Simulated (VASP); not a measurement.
Al, 1 atom in the cell. It takes space group I4/mmm (No. 139, tetragonal). The conventional cell has a = 2.975 Å, b = 2.975 Å, c = 9.442 Å, α = 90.00°, β = 90.00°, γ = 90.00°. Within 3.9 Å of Al (site symmetry 4/mmm) lie 4 Al at 2.98 Å. 

* Program: VASP 6.6.1
* Task: single point
* Functional: PBEsol
* Potentials or basis: VASP PAW PBE potentials, release 64 (Al)
* Cutoff: 500 eV
* k mesh: 13 × 13 × 13
* Occupations: fermi-dirac, width 0.02 eV
* Spin: no spin polarisation
* Dipole correction: no
* Further INCAR settings: ALGO = Normal; EDIFF = 1e-06; NBANDS = 8

Potentials or basis: VASP PAW PBE potentials, release 64 (Al).

Command:

```bash
$ cat potpaw_PBE.64/Al/POTCAR > POTCAR
$ mpirun -np 1 vasp_std > vasp.out
```

Hardware: 1 thread of Intel(R) Xeon(R) Platinum 8259CL CPU @ 2.50GHz (Skylake/Cascade Lake), with other jobs on the host.

**Question.** Estimate the wall time of this run.

**Answer.** Run time: 81 s on 1 thread of Intel(R) Xeon(R) Platinum 8259CL CPU @ 2.50GHz (Skylake/Cascade Lake), on a shared host, peak memory 0.25 GiB. Counts: scf iterations 11, k points 196.
